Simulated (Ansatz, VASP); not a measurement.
# MnS: VASP beside Ansatz

```xyz
2
Lattice="0.0000 2.4735 2.4735 2.4735 0.0000 2.4735 2.4735 2.4735 0.0000" Properties=species:S:1:pos:R:3 pbc="T T T"
Mn    0.0000    0.0000    0.0000
S     3.7102    3.7102    3.7102
```

Alike in both runs: task single point; functional PBEsol; k mesh 8 × 8 × 8; occupations fermi-dirac, width 0.05 eV; collinear spin; fixed moment 3 μB.

|  | VASP | Ansatz |
| --- | --- | --- |
| version | VASP 6.6.1 | Ansatz 0.2.0 |
| potentials or method | VASP PAW PBE potentials, release 64 (Mn_pv, S) | Ansatz PAW |
| plane-wave cutoff (eV) | 520 | 420 |
| valence electrons in the cell | 19 | 21 |

Ansatz gave:

* pressure (GPa): 17.8
* net moment per atom (μB): 1.50
* size of the moment on the site where the two differ most (μB): 2.52

Which values does VASP return?

Pressure (GPa): 18.0; net moment per atom (μB): 1.50; size of the moment on the site where the two differ most (μB): 2.79.

VASP's potentials were made for PBE, not for PBEsol. Site moments also hang on the region over which each program counts them. The functional is the same, so the differences come from potentials, cutoffs and numerics. VASP's potentials hold 19 valence electrons a cell and Ansatz's 21, so a difference there can come from the potentials and not from the codes.
